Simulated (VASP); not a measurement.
# HfSnTeS3 (P-6m2) in VASP: further runs

Runs on HfSnTeS3. Level: PBE. Tasks: single point.

Program: VASP 6.6.1. These are calculated values, not measurements. Logs are shortened: lines on timing, memory, paths and dates and some standing lists are left out, and cuts for length are marked.

### 1 The cell of the first run

Symmetry: P-6m2, No. 187, hexagonal system. The conventional cell has a = 7.077 Å, b = 7.077 Å, c = 5.058 Å, α = 90.00°, β = 90.00°, γ = 120.00°. Hf (site symmetry -6m2) has 6 S at 2.99 Å within 3.9 Å. Sn (site symmetry -6m2) has 3 S at 2.50 Å and 2 Te at 2.53 Å within 3.3 Å. Within 3.3 Å of Te (site symmetry -6m2) lie 2 Sn at 2.53 Å. Within 3.3 Å of S (site symmetry mm2) lie 1 Sn at 2.50 Å and 2 S at 2.75 Å and 2 Hf at 2.99 Å.

### 2 Single point, PBE

File INCAR:

```
ALGO = Normal
EDIFF = 1E-6
ENCUT = 500
GGA = PE
GGA_COMPAT = False
ISIF = 2
ISMEAR = 0
LASPH = True
LCHARG = True
LELF = True
LREAL = False
LVHAR = True
LWAVE = False
NBANDS = 33
NELM = 120
PREC = Accurate
SIGMA = 0.1
```

File KPOINTS:

```
k-points
0
Gamma
  6 6 8
```

File POSCAR:

```
HfSnTeS3
1.0
    7.0771304213      0.0000000000      0.0000000000
   -3.5385652106      6.1289747308      0.0000000000
    0.0000000000      0.0000000000      5.0576257323
Hf Sn Te S
1 1 1 3
Direct
    0.3333333333      0.6666666667      0.5000000000
    0.0000000000      0.0000000000      0.0000000000
    0.0000000000      0.0000000000      0.5000000000
    0.2037677809      0.7962322191      0.0000000000
    0.2037677809      0.4075355618      0.0000000000
    0.5924644382      0.7962322191      0.0000000000
```

Potentials or basis: VASP PAW PBE potentials, release 64 (Hf_pv, Sn_d, Te, S).

Launch:

```console
$ cat potpaw_PBE.64/Hf_pv/POTCAR potpaw_PBE.64/Sn_d/POTCAR potpaw_PBE.64/Te/POTCAR potpaw_PBE.64/S/POTCAR > POTCAR
$ mpirun -np 1 vasp_std > vasp.out
```

OUTCAR:

```text
EDIFF = 1E-6
   ENCUT = 500
   GGA = PE
   ISIF = 2
   ISMEAR = 0
   LASPH = True
   LREAL = False
   NELM = 120
   PREC = Accurate

 ion  position               nearest neighbor table
   1  0.333  0.667  0.500-   4 2.99   4 2.99   6 2.99   6 2.99   5 2.99   5 2.99
   2  0.000  0.000  0.000-   4 2.50   6 2.50   5 2.50   3 2.53   3 2.53
   3  0.000  0.000  0.500-   2 2.53   2 2.53
   4  0.204  0.796  0.000-   2 2.50   6 2.75   5 2.75   1 2.99   1 2.99
   5  0.204  0.408  0.000-   2 2.50   4 2.75   6 2.75   1 2.99   1 2.99
   6  0.592  0.796  0.000-   2 2.50   4 2.75   5 2.75   1 2.99   1 2.99

  LATTYP: Found a hexagonal cell.
 ALAT       =     7.0771304213
 C/A-ratio  =     0.7146435676

  Lattice vectors:

 A1 = (   7.0771304213,   0.0000000000,   0.0000000000)
 A2 = (  -3.5385652106,   6.1289747308,   0.0000000000)
 A3 = (   0.0000000000,   0.0000000000,   5.0576257323)

Analysis of symmetry for initial positions (statically):
=====================================================================
 Subroutine PRICEL returns:
 Original cell was already a primitive cell.

 Routine SETGRP: Setting up the symmetry group for a
 hexagonal supercell.

 Subroutine GETGRP returns: Found 12 space group operations
 (whereof 12 operations were pure point group operations)
 out of a pool of 24 trial point group operations.

The static configuration has the point symmetry D_3h.

Analysis of symmetry for dynamics (positions and initial velocities):
=====================================================================
 Subroutine PRICEL returns:
 Original cell was already a primitive cell.

 Routine SETGRP: Setting up the symmetry group for a
 hexagonal supercell.

 Subroutine GETGRP returns: Found 12 space group operations
 (whereof 12 operations were pure point group operations)
 out of a pool of 24 trial point group operations.

The dynamic configuration has the point symmetry D_3h.

 Subroutine INISYM returns: Found 12 space group operations
 (whereof 12 operations are pure point group operations),
 and found     1 'primitive' translations

----------------------------------------------------------------------------------------

                                     Primitive cell

  volume of cell :     219.3773

  direct lattice vectors                    reciprocal lattice vectors
     7.077130421  0.000000000  0.000000000     0.141300208  0.081579713  0.000000000
    -3.538565211  6.128974731  0.000000000     0.000000000  0.163159426  0.000000000
     0.000000000  0.000000000  5.057625732     0.000000000  0.000000000  0.197721234

  length of vectors
     7.077130421  7.077130421  5.057625732     0.163159426  0.163159426  0.197721234

  position of ions in fractional coordinates (direct lattice)
     0.333333333  0.666666667  0.500000000
     0.000000000  0.000000000  0.000000000
     0.000000000  0.000000000  0.500000000
     0.203767781  0.796232219  0.000000000
     0.203767781  0.407535562  0.000000000
     0.592464438  0.796232219  0.000000000

  ion indices of the primitive-cell ions
   primitive index   ion index
                 1           1
                 2           2
                 3           3
                 4           4
                 5           5
                 6           6

----------------------------------------------------------------------------------------

 KPOINTS: k-points

Automatic generation of k-mesh.
 Grid dimensions read from file:
 generate k-points for:    6    6    8

 Generating k-lattice:

  Cartesian coordinates                     Fractional coordinates (reciprocal lattice)
     0.023550035  0.013596619  0.000000000     0.166666667  0.000000000  0.000000000
     0.000000000  0.027193238  0.000000000     0.000000000  0.166666667  0.000000000
     0.000000000  0.000000000  0.024715154     0.000000000  0.000000000  0.125000000

  Length of vectors
     0.027193238  0.027193238  0.024715154

  Shift w.r.t. Gamma in fractional coordinates (k-lattice)
     0.000000000  0.000000000  0.000000000

 Subroutine IBZKPT returns following result:
 ===========================================

 Found     35 irreducible k-points:

 Following reciprocal coordinates:
            Coordinates               Weight
  0.000000  0.000000  0.000000      1.000000
  0.166667  0.000000  0.000000      6.000000
  0.333333  0.000000  0.000000      6.000000
  0.500000  0.000000  0.000000      3.000000
  0.166667  0.166667  0.000000      6.000000
  0.333333  0.166667  0.000000     12.000000
[... 16 lines left out ...]
  0.166667  0.000000  0.375000     12.000000
  0.333333  0.000000  0.375000     12.000000
 [... further k-points ...]
   k-points           NKPTS =     35   k-points in BZ     NKDIM =     35   number of bands    NBANDS=     33
   number of dos      NEDOS =    301   number of ions     NIONS =      6
   total plane-waves  NPLWV = 116640
   dimension x,y,z NGX =    54 NGY =   54 NGZ =   40
   dimension x,y,z NGXF=   108 NGYF=  108 NGZF=   80
   ions per type =               1   1   1   3
   NGX,Y,Z   is equivalent  to a cutoff of  12.68, 12.68, 13.15 a.u.
   NGXF,Y,Z  is equivalent  to a cutoff of  25.37, 25.37, 26.30 a.u.
 SYSTEM =  unknown system
   PREC   = accura    normal or accurate (medium, high low for compatibility)
   ISTART =      0    job   : 0-new  1-cont  2-samecut
   ICHARG =      2    charge: 1-file 2-atom 10-const
   ISPIN  =      1    spin polarized calculation?
   LNONCOLLINEAR =      F non collinear calculations
   LSORBIT =      F    spin-orbit coupling
   LASPH  =      T    aspherical Exc in radial PAW
   ENCUT  =  500.0 eV  36.75 Ry    6.06 a.u.  12.90 12.90  9.22*2*pi/ulx,y,z
   NELM   =    120;   NELMIN=  2; NELMDL= -5     # of ELM steps
   EDIFF  = 0.1E-05   stopping-criterion for ELM
   LREAL  =      F    real-space projection
   EDIFFG = 0.1E-04   stopping-criterion for IOM
   NSW    =      0    number of steps for IOM
   IBRION =     -1    ionic relax: 0-MD 1-quasi-New 2-CG
   NFREE  =      0    steps in history (QN), initial steepest desc. (CG)
   ISIF   =      2    stress and relaxation
   ISYM   =      2    0-nonsym 1-usesym 2-fastsym
   POTIM  = 0.5000    time-step for ionic-motion
   TEBEG  =    0.0;   TEEND  =   0.0 temperature during run
   PSTRESS=    0.0 pullay stress
   NELECT =      48.0000    total number of electrons
   NUPDOWN=      -1.0000    fix difference up-down
   EMIN   =  10.00;   EMAX   =-10.00  energy-range for DOS
   EFERMI =   0.00;   METHOD = LEGACY
   ISMEAR =     0;   SIGMA  =   0.10  broadening in eV -4-tet -1-fermi 0-gaus
   EFERMI_NEDOS =   21; number of points for ismear=-14 and -15
   IALGO  =     38    algorithm
   IMIX   =      4    mixing-type and parameters
     AMIX     =   0.40;   BMIX     =  1.00
     AMIX_MAG =   1.60;   BMIX_MAG =  1.00
  volume/ion in A,a.u.               =      36.56       246.74
  Fermi-wavevector in a.u.,A,eV,Ry     =   0.986487  1.864190 13.240598  0.973156
  Thomas-Fermi vector in A             =   2.117871
   LORBIT       =      0    0 simple, 1 ext, 2 COOP (PROOUT), +10 PAW based schemes
   GGA     = PE    functional components
   LHFCALC =     F    Hartree Fock is set to
   AEXX    =    0.0000 exact exchange contribution
   IVDW    =     0    specifies the selected vdW correction
   LEPSILON=     F    determine dielectric tensor
   LRPA    =     F    only Hartree local field effects (RPA)
 non-spin polarized calculation
 Gauss-broadening in eV      SIGMA  =   0.10
  energy-cutoff  :      500.00
  volume of cell :      219.38
 maximum number of plane-waves:      5594
 NGX is ok and might be reduce to    54
   NGX = 25   NGY = 25   NGZ = 19

 number of electron      48.0000003 magnetization

 Free energy of the ion-electron system (eV)
  ---------------------------------------------------
  ext. energy  EPLUGINS =         0.00000000
  ---------------------------------------------------
  free energy    TOTEN  =       -26.92875801 eV

  energy without entropy =      -26.90576483  energy(sigma->0) =      -26.91726142

 E-fermi :   1.9523     XC(G=0):  -7.4308

 val. band max:        1.9412385098   @ k =   0.1667   0.0000   0.3750
 cond. band min:       1.9824532226   @ k =   0.3333   0.1667   0.5000
 fundamental gap:      0.0412147127
 Fermi energy:         1.9522852777

 k-point     1 :       0.0000    0.0000    0.0000
  band No.  band energies     occupation
      1     -31.1763      2.00000
      2     -31.1763      2.00000
      3     -30.8308      2.00000
      4     -19.8975      2.00000
      5     -19.6621      2.00000
      6     -19.6621      2.00000
[... 25 lines left out ...]
     32       6.0139      0.00000
     33       6.0139      0.00000

 k-point     2 :       0.1667    0.0000    0.0000
  band No.  band energies     occupation
      1     -31.1763      2.00000
      2     -31.1763      2.00000
      3     -30.8308      2.00000
      4     -19.8974      2.00000
      5     -19.6621      2.00000
      6     -19.6621      2.00000
[... 25 lines left out ...]
     32       5.8054      0.00000
     33       6.1847      0.00000

 k-point     3 :       0.3333    0.0000    0.0000
  band No.  band energies     occupation
      1     -31.1763      2.00000
      2     -31.1763      2.00000
      3     -30.8308      2.00000
      4     -19.8974      2.00000
      5     -19.6621      2.00000
      6     -19.6621      2.00000
[... 25 lines left out ...]
     32       5.7774      0.00000
     33       6.5713      0.00000

 k-point     4 :       0.5000    0.0000    0.0000
  band No.  band energies     occupation
      1     -31.1763      2.00000
      2     -31.1763      2.00000
      3     -30.8308      2.00000
      4     -19.8973      2.00000
      5     -19.6621      2.00000
      6     -19.6621      2.00000
[... 673 lines left out ...]
     32       6.0560      0.00000
     33       6.0560      0.00000

 k-point    23 :       0.1667    0.0000    0.3750
  band No.  band energies     occupation
      1     -31.1761      2.00000
      2     -31.1761      2.00000
      3     -30.8335      2.00000
      4     -19.8933      2.00000
      5     -19.6673      2.00000
      6     -19.6673      2.00000
[... 25 lines left out ...]
     32       6.1957      0.00000
     33       6.3745      0.00000

 k-point    24 :       0.3333    0.0000    0.3750
  band No.  band energies     occupation
      1     -31.1761      2.00000
      2     -31.1761      2.00000
      3     -30.8335      2.00000
      4     -19.8933      2.00000
      5     -19.6673      2.00000
      6     -19.6673      2.00000
[... 25 lines left out ...]
     32       6.1883      0.00000
     33       6.8836      0.00000

 [... further k-points ...]

------------------------ aborting loop because EDIFF is reached ----------------------------------------

  FORCE on cell =-STRESS in cart. coord.  units (eV):
  Direction    XX          YY          ZZ          XY          YZ          ZX
  --------------------------------------------------------------------------------------
  -------------------------------------------------------------------------------------
  Total       -0.1168352     -0.1168352     -0.2694852     -0.0000000      0.0000000      0.0000000
  in kB       -0.8532817     -0.8532817     -1.9681302     -0.0000000      0.0000000      0.0000000
  external PRESSURE =      -1.2248978 kB  Pullay stress =       0.0000000 kB

 VOLUME and BASIS-vectors are now :
 -----------------------------------------------------------------------------
  energy-cutoff  :      500.00
  volume of cell :      219.38
      direct lattice vectors                 reciprocal lattice vectors
     7.077130421  0.000000000  0.000000000     0.141300208  0.081579713  0.000000000
    -3.538565211  6.128974731  0.000000000     0.000000000  0.163159426  0.000000000
     0.000000000  0.000000000  5.057625732     0.000000000  0.000000000  0.197721234

 POSITION                                       TOTAL-FORCE (eV/Angst)
 -----------------------------------------------------------------------------------
     -0.00000      4.08598      2.52881        -0.000000      0.000000      0.000000
      0.00000      0.00000      0.00000        -0.000000     -0.000000      0.000000
      0.00000      0.00000      2.52881        -0.000000     -0.000000      0.000000
     -1.37543      4.88009      0.00000         0.019052     -0.011000     -0.000000
      0.00000      2.49778      0.00000         0.000000      0.022000     -0.000000
      1.37543      4.88009      0.00000        -0.019052     -0.011000     -0.000000
 -----------------------------------------------------------------------------------
    total drift:                               -0.000001      0.000001     -0.000000

  FREE ENERGIE OF THE ION-ELECTRON SYSTEM (eV)
  ---------------------------------------------------
  free  energy   TOTEN  =       -26.9287580089 eV

  energy  without entropy=      -26.9057648345  energy(sigma->0) =      -26.91726142
```

Wall time 11 min (1 thread of Oxide Virtual Turin-like, shared host); peak memory 0.47 GiB.

What came out:

```
Free energy            : -26.9288 eV
Pressure               : -0.1 GPa
Largest force          : 0.022 eV/Å
Band gap on the k mesh : zero (bands 24 and 25 overlap by 0.16 eV)
```

Forces on the atoms (eV/Å):
```
Hf   0.000  0.000  0.000
Sn   0.000  0.000  0.000
Te   0.000  0.000  0.000
S    0.019 -0.011  0.000
S    0.000  0.022  0.000
S   -0.019 -0.011  0.000
```

Levels at points of the mesh, in eV from the Fermi level:
```tsv
k point	band 22	band 23	band 24	band 25	band 26	band 27
(0.00, 0.00, 0.00)	-1.26	-0.65	-0.65	0.04	0.13	1.24
(0.50, 0.00, 0.00)	-1.52	-0.57	-0.15	0.13	0.91	1.20
(0.00, 0.00, 0.50)	-0.32	-0.32	0.07	0.33	0.87	0.87
(0.50, 0.00, 0.50)	-0.28	-0.24	-0.13	0.60	0.77	0.92
```

Caveat: spin-orbit coupling is left out, which moves the levels of the heavy elements.

[end of part 1 of 2]

The gap in the log of VASP goes by the Fermi energy; the results here count the filled bands.